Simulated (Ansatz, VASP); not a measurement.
**SiC: VASP beside Ansatz**

```
CELL_PARAMETERS angstrom
0.00000 2.16453 2.16453
2.16453 0.00000 2.16453
2.16453 2.16453 0.00000
ATOMIC_POSITIONS crystal
Si 0.00000 0.00000 0.00000
C 0.25000 0.25000 0.25000
```

Alike in both runs: task single point; functional LDA; k mesh 10 × 10 × 10; no spin polarisation.

```csv
,VASP,Ansatz
version,VASP 6.6.1,Ansatz 0.2.0
potentials or method,"VASP PAW LDA potentials, release 64 (Si, C), cutoff 600 eV","scalar-relativistic, plane waves, PAW"
occupations,"gaussian, width 0.01 eV",fixed
valence electrons in the cell,8,8
```

Ansatz gave:

| Property | Result |
| --- | --- |
| gap on the k mesh at the Fermi level (eV) | 1.30 |
| least direct gap on the mesh (eV) | 4.54 |

**Question.** What did VASP give for the same quantities?

**Answer.** gap on the k mesh at the Fermi level (eV): 1.29; least direct gap on the mesh (eV): 4.52.

Ansatz warns that its potentials were made for another functional, while VASP's fit it. LDA's correlation is that of Perdew and Zunger in VASP and of Perdew and Wang (1992) in Ansatz.
